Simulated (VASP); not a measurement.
A run of VASP 6.6.1 is set up as follows.

Contents of INCAR:

```
PREC     = Accurate       # precision mode
ENCUT    = 500            # plane-wave cutoff, eV
EDIFF    = 1E-6           # SCF threshold, eV
ISMEAR   = 1              # smearing method
SIGMA    = 0.1            # smearing width, eV
LREAL    = F              # projectors in reciprocal space
LASPH    = T              # aspherical terms in the spheres
NELM     = 120            # most SCF steps
ALGO     = Normal         # electronic algorithm
ISIF     = 2              # what is computed and relaxed
LWAVE    = F              # write WAVECAR
LCHARG   = F              # write CHGCAR
NBANDS   = 10             # bands
GGA_COMPAT= F
```

File KPOINTS:

```
Automatic mesh
0
Gamma
  10 10 10
```

The input POSCAR:

```
Ir
1.0
    0.0000000000      1.9055417905      1.9055417905
    1.9055417905      0.0000000000      1.9055417905
    1.9055417905      1.9055417905      0.0000000000
Ir
1
Direct
    0.0000000000      0.0000000000      0.0000000000
```

Potentials or basis: VASP PAW LDA potentials, release 64 (Ir).

Command:

```console
$ cat potpaw_LDA.64/Ir/POTCAR > POTCAR
$ mpirun -np 1 vasp_std > vasp.out
```

Predict the pressure.

2.6 GPa.

Estimate the band gap on the k mesh.

zero (an odd number of electrons rules out a gap without spin polarisation).

Caveat: spin-orbit coupling is left out, which moves the levels of the heavy elements.
